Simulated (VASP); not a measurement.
Write the native input for VASP 6.6.1 that does the following.

```
Task                   : single point
Functional             : PBEsol
Potentials or basis    : VASP PAW PBE potentials, release 64 (Sr_sv, O)
Cutoff                 : 520 eV
k mesh                 : 8 × 8 × 8
Occupations            : gaussian, width 0.01 eV
Spin                   : non-collinear spin, zero start, spin-orbit coupling
Starting moments       : [[0.0, 0.0, 0.0], [0.0, 0.0, 0.0]] μB
Dipole correction      : no
Further INCAR settings : ALGO = Normal; EDIFF = 1e-06; NBANDS = 28
```

The structure of SrO lies in POSCAR:

```
SrO
1.0
    2.5358294443      2.5358294443      0.0000000000
   -2.5358294443      2.5358294443      0.0000000000
    0.0000000000      2.5358294443      2.5745646729
Sr O
1 1
Direct
    0.5000000000      0.5000000000      0.0000000000
    0.0000000000      0.0000000000      0.0000000000
```

This cell differs from its parent crystal: film at in-plane strain -0.01.

One way to write it, as run:

INCAR

```
SYSTEM = SrO
PREC     = Accurate       ! precision mode
ENCUT    = 520            ! plane-wave cutoff, eV
EDIFF    = 1E-6           ! SCF threshold, eV
ISMEAR   = 0              ! smearing method
SIGMA    = 0.01           ! smearing width, eV
LREAL    = .FALSE.        ! projectors in reciprocal space
LASPH    = .TRUE.         ! aspherical terms in the spheres
NELM     = 150            ! most SCF steps
ALGO     = Normal         ! electronic algorithm
ISIF     = 2              ! what is computed and relaxed
LWAVE    = .FALSE.        ! write WAVECAR
LCHARG   = .FALSE.        ! write CHGCAR
MAGMOM   = 0 0 0 0 0 0    ! initial moments
LORBIT   = 11             ! projections on sites
LSORBIT  = .TRUE.         ! spin-orbit coupling
GGA_COMPAT= .FALSE.      
LORBMOM  = .TRUE.       
GGA      = PS             ! functional
NBANDS   = 28             ! bands
```

KPOINTS

```
regular mesh
0
G
  8 8 8
  0 0 0
```

Potentials or basis: VASP PAW PBE potentials, release 64 (Sr_sv, O).

Launch:

```console
$ cat potpaw_PBE.64/Sr_sv/POTCAR potpaw_PBE.64/O/POTCAR > POTCAR
$ mpirun -np 1 vasp_ncl > vasp.out
```

It gave:

| Item | Value |
| --- | --- |
| Pressure | 2.1 GPa |
| Net moment | 0.00 μB per cell |
| Valence electrons inside the program's atomic spheres | Sr 8.10; O 4.96 |

Caveat: the cell differs from its parent crystal (film at in-plane strain -0.01); the PAW data sets were made with another functional, which shifts forces and pressure a little.

Run time: 2 min on 1 thread of Intel(R) Xeon(R) Platinum 8259CL CPU @ 2.50GHz (Skylake/Cascade Lake), with other jobs on the host, peak memory 0.29 GiB.
